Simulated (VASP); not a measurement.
ZnC2, 3 atoms in the cell. The structure is tetragonal, space group I4/mmm (No. 139). Conventional cell: a = 3.493 Å, b = 3.493 Å, c = 5.077 Å, α = 90.00°, β = 90.00°, γ = 90.00°. Zn (site symmetry 4/mmm) has 2 C at 1.92 Å within 2.5 Å. C (site symmetry 4mm) has 1 C at 1.24 Å within 1.7 Å. 

- Program: VASP 6.6.1
- Task: single point
- Functional: PBE
- Potentials or basis: VASP PAW PBE potentials, release 64 (Zn, C)
- Cutoff: 520 eV
- k mesh: 8 × 8 × 8
- Occupations: gaussian, width 0.01 eV
- Spin: no spin polarisation
- Dipole correction: no
- Further INCAR settings: ALGO = Normal; EDIFF = 1e-07; NBANDS = 17

Potentials or basis: VASP PAW PBE potentials, release 64 (Zn, C).

Run with:

```sh
$ cat potpaw_PBE.64/Zn/POTCAR potpaw_PBE.64/C/POTCAR > POTCAR
$ mpirun -np 1 vasp_std > vasp.out
```

Hardware: 1 thread of AMD EPYC 9R45 96-Core Processor (Zen 5), on a shared host.

Task: How long does it take, and how much memory?

Result: Run time: 22 s on 1 thread of AMD EPYC 9R45 96-Core Processor (Zen 5), with other jobs on the host, peak memory 0.14 GiB. Counts: scf iterations 14, k points 59.
